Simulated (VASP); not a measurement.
# W (Im-3m) in VASP: notebook

W is run at these levels: PBEsol; tasks: single point.

All numbers are computed with VASP 6.6.1; they aren't measurements. Logs are shortened: lines on timing, memory, paths and dates and some standing lists are left out, and cuts for length are marked.

## Step 1: The cell of the first run

It takes space group Im-3m (No. 229, cubic). Conventional cell: a = 3.154 Å, b = 3.154 Å, c = 3.154 Å, α = 90.00°, β = 90.00°, γ = 90.00°. Within 3.6 Å of W (site symmetry m-3m) lie 14 W at 2.73 to 3.15 Å.

## Step 2: Single point, PBEsol

INCAR

```
ALGO = Fast
EDIFF = 1E-7
ENCUT = 520
GGA = PS
ISIF = 2
ISMEAR = 0
LASPH = True
LCHARG = False
LREAL = False
LWAVE = False
NBANDS = 13
NELM = 100
PREC = Accurate
SIGMA = 0.15
```

KPOINTS

```
k-points
0
Gamma
  30 30 30
```

POSCAR

```
W
1.0
   -1.5771801398      1.5771801398      1.5771801398
    1.5771801398     -1.5771801398      1.5771801398
    1.5771801398      1.5771801398     -1.5771801398
W
1
Direct
    0.0000000000      0.0000000000      0.0000000000
```

Potentials or basis: VASP PAW PBE potentials, release 64 (W_sv).

Command:

```sh
> cat potpaw_PBE.64/W_sv/POTCAR > POTCAR
> mpirun -np 1 vasp_std > vasp.out
```

OUTCAR:

```text
EDIFF = 1E-7
   ENCUT = 520
   GGA = PS
   ISIF = 2
   ISMEAR = 0
   LASPH = True
   LREAL = False
   NELM = 100
   PREC = Accurate

 ion  position               nearest neighbor table
   1  0.000  0.000  0.000-

  LATTYP: Found a body centered cubic cell.
 ALAT       =     3.1543602796

  Lattice vectors:

 A1 = (  -1.5771801398,   1.5771801398,   1.5771801398)
 A2 = (   1.5771801398,  -1.5771801398,   1.5771801398)
 A3 = (   1.5771801398,   1.5771801398,  -1.5771801398)

Analysis of symmetry for initial positions (statically):
=====================================================================
 Subroutine PRICEL returns:
 Original cell was already a primitive cell.

 Routine SETGRP: Setting up the symmetry group for a
 body centered cubic supercell.

 Subroutine GETGRP returns: Found 48 space group operations
 (whereof 48 operations were pure point group operations)
 out of a pool of 48 trial point group operations.

The static configuration has the point symmetry O_h .

Analysis of symmetry for dynamics (positions and initial velocities):
=====================================================================
 Subroutine PRICEL returns:
 Original cell was already a primitive cell.

 Routine SETGRP: Setting up the symmetry group for a
 body centered cubic supercell.

 Subroutine GETGRP returns: Found 48 space group operations
 (whereof 48 operations were pure point group operations)
 out of a pool of 48 trial point group operations.

The dynamic configuration has the point symmetry O_h .

 Subroutine INISYM returns: Found 48 space group operations
 (whereof 48 operations are pure point group operations),
 and found     1 'primitive' translations

----------------------------------------------------------------------------------------

                                     Primitive cell

  volume of cell :      15.6929

  direct lattice vectors                    reciprocal lattice vectors
    -1.577180140  1.577180140  1.577180140     0.000000000  0.317021491  0.317021491
     1.577180140 -1.577180140  1.577180140     0.317021491  0.000000000  0.317021491
     1.577180140  1.577180140 -1.577180140     0.317021491  0.317021491  0.000000000

  length of vectors
     2.731756135  2.731756135  2.731756135     0.448336093  0.448336093  0.448336093

  position of ions in fractional coordinates (direct lattice)
     0.000000000  0.000000000  0.000000000

  ion indices of the primitive-cell ions
   primitive index   ion index
                 1           1

----------------------------------------------------------------------------------------

 KPOINTS: k-points

Automatic generation of k-mesh.
 Grid dimensions read from file:
 generate k-points for:   30   30   30

 Generating k-lattice:

  Cartesian coordinates                     Fractional coordinates (reciprocal lattice)
     0.000000000  0.010567383  0.010567383     0.033333333  0.000000000  0.000000000
     0.010567383  0.000000000  0.010567383     0.000000000  0.033333333  0.000000000
     0.010567383  0.010567383  0.000000000     0.000000000  0.000000000  0.033333333

  Length of vectors
     0.014944536  0.014944536  0.014944536

  Shift w.r.t. Gamma in fractional coordinates (k-lattice)
     0.000000000  0.000000000  0.000000000

 Subroutine IBZKPT returns following result:
 ===========================================

 Found    752 irreducible k-points:

 Following reciprocal coordinates:
            Coordinates               Weight
  0.000000  0.000000  0.000000      1.000000
  0.033333  0.000000  0.000000     12.000000
  0.066667  0.000000  0.000000     12.000000
  0.100000  0.000000  0.000000     12.000000
  0.133333  0.000000  0.000000     12.000000
  0.166667  0.000000  0.000000     12.000000
[... 16 lines left out ...]
  0.233333  0.033333  0.000000     48.000000
  0.266667  0.033333  0.000000     48.000000
 [... further k-points ...]
   k-points           NKPTS =    752   k-points in BZ     NKDIM =    752   number of bands    NBANDS=     13
   number of dos      NEDOS =    301   number of ions     NIONS =      1
   total plane-waves  NPLWV =   8000
   dimension x,y,z NGX =    20 NGY =   20 NGZ =   20
   dimension x,y,z NGXF=    40 NGYF=   40 NGZF=   40
   ions per type =               1
   NGX,Y,Z   is equivalent  to a cutoff of  12.17, 12.17, 12.17 a.u.
   NGXF,Y,Z  is equivalent  to a cutoff of  24.34, 24.34, 24.34 a.u.
 SYSTEM =  unknown system
   PREC   = accura    normal or accurate (medium, high low for compatibility)
   ISTART =      0    job   : 0-new  1-cont  2-samecut
   ICHARG =      2    charge: 1-file 2-atom 10-const
   ISPIN  =      1    spin polarized calculation?
   LNONCOLLINEAR =      F non collinear calculations
   LSORBIT =      F    spin-orbit coupling
   LASPH  =      T    aspherical Exc in radial PAW
   ENCUT  =  520.0 eV  38.22 Ry    6.18 a.u.   5.08  5.08  5.08*2*pi/ulx,y,z
   NELM   =    100;   NELMIN=  2; NELMDL= -5     # of ELM steps
   EDIFF  = 0.1E-06   stopping-criterion for ELM
   LREAL  =      F    real-space projection
   EDIFFG = 0.1E-05   stopping-criterion for IOM
   NSW    =      0    number of steps for IOM
   IBRION =     -1    ionic relax: 0-MD 1-quasi-New 2-CG
   NFREE  =      0    steps in history (QN), initial steepest desc. (CG)
   ISIF   =      2    stress and relaxation
   ISYM   =      2    0-nonsym 1-usesym 2-fastsym
   POTIM  = 0.5000    time-step for ionic-motion
   TEBEG  =    0.0;   TEEND  =   0.0 temperature during run
   PSTRESS=    0.0 pullay stress
   NELECT =      14.0000    total number of electrons
   NUPDOWN=      -1.0000    fix difference up-down
   EMIN   =  10.00;   EMAX   =-10.00  energy-range for DOS
   EFERMI =   0.00;   METHOD = LEGACY
   ISMEAR =     0;   SIGMA  =   0.15  broadening in eV -4-tet -1-fermi 0-gaus
   EFERMI_NEDOS =   21; number of points for ismear=-14 and -15
   IALGO  =     68    algorithm
   IMIX   =      4    mixing-type and parameters
     AMIX     =   0.40;   BMIX     =  1.00
     AMIX_MAG =   1.60;   BMIX_MAG =  1.00
  volume/ion in A,a.u.               =      15.69       105.90
  Fermi-wavevector in a.u.,A,eV,Ry     =   1.575976  2.978162 33.792787  2.483700
  Thomas-Fermi vector in A             =   2.676879
   LORBIT       =      0    0 simple, 1 ext, 2 COOP (PROOUT), +10 PAW based schemes
   GGA     = PS    functional components
   LHFCALC =     F    Hartree Fock is set to
   AEXX    =    0.0000 exact exchange contribution
   IVDW    =     0    specifies the selected vdW correction
   LEPSILON=     F    determine dielectric tensor
   LRPA    =     F    only Hartree local field effects (RPA)
 non-spin polarized calculation
 RMM-DIIS sequential band-by-band and
 Gauss-broadening in eV      SIGMA  =   0.15
  energy-cutoff  :      520.00
  volume of cell :       15.69
 maximum number of plane-waves:       435
   NGX = 11   NGY = 11   NGZ = 11

 number of electron      14.0000005 magnetization

 Free energy of the ion-electron system (eV)
  ---------------------------------------------------
  ext. energy  EPLUGINS =         0.00000000
  ---------------------------------------------------
  free energy    TOTEN  =       -13.80838995 eV

  energy without entropy =      -13.80401860  energy(sigma->0) =      -13.80620427

 E-fermi :  11.4278     XC(G=0): -13.8182

 val. band max:       11.4157642927   @ k =  -0.3333   0.3667   0.2667
 cond. band min:      11.4329816530   @ k =  -0.1667   0.2000   0.1000
 fundamental gap:      0.0172173603
 Fermi energy:        11.4278228001

 k-point     1 :       0.0000    0.0000    0.0000
  band No.  band energies     occupation
      1     -62.7133      2.00000
      2     -26.2557      2.00000
      3     -26.2557      2.00000
      4     -26.2557      2.00000
      5       1.7119      2.00000
      6      10.1685      2.00000
      7      10.1685      2.00000
      8      10.1685      2.00000
      9      13.6801      0.00000
     10      13.6801      0.00000
     11      25.9854      0.00000
     12      25.9854      0.00000
     13      25.9854      0.00000

 k-point     2 :       0.0333    0.0000    0.0000
  band No.  band energies     occupation
      1     -62.7118      2.00000
      2     -26.2716      2.00000
      3     -26.2607      2.00000
      4     -26.2558      2.00000
      5       1.7670      2.00000
      6      10.1344      2.00000
      7      10.1617      2.00000
      8      10.2214      2.00000
      9      13.6227      0.00000
     10      13.6802      0.00000
     11      26.0339      0.00000
     12      26.0788      0.00000
     13      26.1254      0.00000

 k-point     3 :       0.0667    0.0000    0.0000
  band No.  band energies     occupation
      1     -62.7072      2.00000
      2     -26.3185      2.00000
      3     -26.2752      2.00000
      4     -26.2561      2.00000
      5       1.9301      2.00000
      6      10.0355      2.00000
      7      10.1373      2.00000
      8      10.3795      2.00000
      9      13.4700      0.00000
     10      13.6815      0.00000
     11      26.1718      0.00000
     12      26.3559      0.00000
     13      26.5230      0.00000

 k-point     4 :       0.1000    0.0000    0.0000
  band No.  band energies     occupation
      1     -62.6999      2.00000
      2     -26.3936      2.00000
      3     -26.2987      2.00000
      4     -26.2565      2.00000
      5       2.1945      2.00000
      6       9.8802      2.00000
      7      10.0845      2.00000
      8      10.6409      2.00000
      9      13.2720      0.00000
     10      13.6870      0.00000
     11      26.3745      0.00000
     12      26.8073      0.00000
     13      27.1136      0.00000

 k-point     5 :       0.1333    0.0000    0.0000
  band No.  band energies     occupation
      1     -62.6901      2.00000
      2     -26.4931      2.00000
      3     -26.3299      2.00000
      4     -26.2570      2.00000
      5       2.5483      2.00000
      6       9.6809      2.00000
      7       9.9912      2.00000
      8      11.0025      1.99994
      9      13.0896      0.00000
     10      13.7007      0.00000
     11      26.5935      0.00000
     12      27.4198      0.00000
     13      27.7915      0.00000

 k-point     6 :       0.1667    0.0000    0.0000
  band No.  band energies     occupation
      1     -62.6783      2.00000
      2     -26.6116      2.00000
      3     -26.3675      2.00000
      4     -26.2577      2.00000
      5       2.9735      2.00000
      6       9.4514      2.00000
      7       9.8560      2.00000
      8      11.4598      0.76334
      9      12.9730      0.00000
     10      13.7273      0.00000
     11      26.7481      0.00000
     12      28.1776      0.00000
     13      28.3908      0.00000

 k-point     7 :       0.2000    0.0000    0.0000
  band No.  band energies     occupation
      1     -62.6648      2.00000
      2     -26.7434      2.00000
      3     -26.4096      2.00000
      4     -26.2584      2.00000
      5       3.4440      2.00000
      6       9.2058      2.00000
      7       9.7008      2.00000
      8      12.0065      0.00000
      9      12.9452      0.00000
     10      13.7709      0.00000
     11      26.7326      0.00000
     12      28.6654      0.00000
     13      29.0644      0.00000
[... 193 lines left out ...]
 k-point    20 :       0.1333    0.0333   -0.0000
  band No.  band energies     occupation
      1     -62.6835      2.00000
      2     -26.5602      2.00000
      3     -26.3455      2.00000
      4     -26.2631      2.00000
      5       2.7906      2.00000
      6       9.5698      2.00000
      7       9.8835      2.00000
      8      11.2764      1.84671
      9      12.9741      0.00000
     10      13.7453      0.00000
     11      26.7321      0.00000
     12      27.8247      0.00000
     13      28.1468      0.00000

 k-point    21 :       0.1667    0.0333    0.0000
  band No.  band energies     occupation
      1     -62.6708      2.00000
      2     -26.6843      2.00000
      3     -26.3863      2.00000
      4     -26.2639      2.00000
      5       3.2414      2.00000
      6       9.3304      2.00000
      7       9.7355      2.00000
      8      11.7807      0.00088
      9      12.8966      0.00000
     10      13.7897      0.00000
     11      26.8281      0.00000
     12      28.5397      0.00000
     13      28.6559      0.00000

 k-point    22 :       0.2000    0.0333    0.0000
  band No.  band energies     occupation
      1     -62.6569      2.00000
      2     -26.8184      2.00000
      3     -26.4308      2.00000
      4     -26.2648      2.00000
      5       3.7215      2.00000
      6       9.0821      2.00000
      7       9.5873      2.00000
      8      12.3686      0.00000
      9      12.9109      0.00000
     10      13.8502      0.00000
     11      26.6931      0.00000
     12      28.5984      0.00000
     13      29.4926      0.00000

 k-point    23 :       0.2333    0.0333    0.0000
  band No.  band energies     occupation
      1     -62.6423      2.00000
      2     -26.9562      2.00000
      3     -26.4770      2.00000
      4     -26.2657      2.00000
      5       4.1888      2.00000
      6       8.8364      2.00000
      7       9.4947      2.00000
      8      12.9562      0.00000
      9      13.0783      0.00000
     10      13.9277      0.00000
     11      26.3014      0.00000
     12      28.1095      0.00000
     13      30.4768      0.00000

 k-point    24 :       0.2667    0.0333    0.0000
  band No.  band energies     occupation
      1     -62.6278      2.00000
      2     -27.0917      2.00000
      3     -26.5229      2.00000
      4     -26.2666      2.00000
      5       4.5924      2.00000
      6       8.6035      2.00000
      7       9.5218      2.00000
      8      13.1299      0.00000
      9      13.7764      0.00000
     10      14.0212      0.00000
     11      25.7336      0.00000
     12      27.2883      0.00000
     13      31.5512      0.00000

 [... further k-points ...]
[... 5 lines left out ...]
  --------------------------------------------------------------------------------------
  -------------------------------------------------------------------------------------
  Total        0.0547652      0.0547652      0.0547652     -0.0000000      0.0000000      0.0000000
  in kB        5.5912825      5.5912825      5.5912825     -0.0000000      0.0000000      0.0000000
  external PRESSURE =       5.5912825 kB  Pullay stress =       0.0000000 kB

 VOLUME and BASIS-vectors are now :
 -----------------------------------------------------------------------------
  energy-cutoff  :      520.00
  volume of cell :       15.69
      direct lattice vectors                 reciprocal lattice vectors
    -1.577180140  1.577180140  1.577180140     0.000000000  0.317021491  0.317021491
     1.577180140 -1.577180140  1.577180140     0.317021491  0.000000000  0.317021491
     1.577180140  1.577180140 -1.577180140     0.317021491  0.317021491  0.000000000

 POSITION                                       TOTAL-FORCE (eV/Angst)
 -----------------------------------------------------------------------------------
      0.00000      0.00000      0.00000        -0.000000     -0.000000      0.000000
 -----------------------------------------------------------------------------------
    total drift:                                0.000000     -0.000000      0.000000

  FREE ENERGIE OF THE ION-ELECTRON SYSTEM (eV)
  ---------------------------------------------------
  free  energy   TOTEN  =       -13.8083899454 eV

  energy  without entropy=      -13.8040185969  energy(sigma->0) =      -13.80620427
```

Run time: 2.5 min. Hardware: 1 thread of Intel Xeon 8259CL, shared host; peak memory 0.25 GiB.

Results:

| Item | Value |
| --- | --- |
| Free energy | -13.8084 eV |
| Pressure | 0.6 GPa |
| Band gap on the k mesh | zero (bands 7 and 8 overlap by 6.50 eV) |

Caveat: the PAW data sets were made with another functional, which shifts forces and pressure a little; spin-orbit coupling is left out, which moves the levels of the heavy elements.

## Step 3: Single point, PBEsol

INCAR

```
PREC     = Accurate       # precision mode
ENCUT    = 520            # plane-wave cutoff, eV
EDIFF    = 1E-6           # SCF threshold, eV
ISMEAR   = 0              # smearing method
SIGMA    = 0.15           # smearing width, eV
LREAL    = F              # projectors in reciprocal space
LASPH    = T              # aspherical terms in the spheres
NELM     = 100            # most SCF steps
ALGO     = Normal         # electronic algorithm
ISIF     = 2              # what is computed and relaxed
LWAVE    = F              # write WAVECAR
LCHARG   = F              # write CHGCAR
GGA      = PS             # functional
NBANDS   = 13             # bands
```

KPOINTS

```
Automatic mesh
0
Gamma
  26 26 26
```

POSCAR is that of step 2.

Potentials or basis: VASP PAW PBE potentials, release 64 (W_sv).

Command:

```sh
> cat potpaw_PBE.64/W_sv/POTCAR > POTCAR
> mpirun -np 1 vasp_std > vasp.out
```

It took 1.8 min on 1 thread of Intel Xeon 8259CL, shared host; peak memory 0.21 GiB.

It converged, with:

```
Free energy            : -13.8077 eV
Pressure               : 0.5 GPa
Band gap on the k mesh : zero (bands 7 and 8 overlap by 6.50 eV)
```

Levels at points of the mesh, in eV from the Fermi level:
```tsv
k point	band 3	band 4	band 5	band 6	band 7	band 8	band 9	band 10	band 11	band 12
(0.00, 0.00, 0.00)	-37.69	-37.69	-9.72	-1.26	-1.26	-1.26	2.25	2.25	14.56	14.56
(0.50, 0.00, 0.00)	-38.12	-37.69	-6.37	-3.63	0.72	2.15	3.14	6.25	11.22	11.52
(0.50, 0.50, 0.50)	-38.62	-38.62	-5.94	-5.94	5.24	5.24	5.24	8.33	8.33	8.33
```

Caveat: the PAW data sets were made with another functional, which shifts forces and pressure a little; spin-orbit coupling is left out, which moves the levels of the heavy elements.
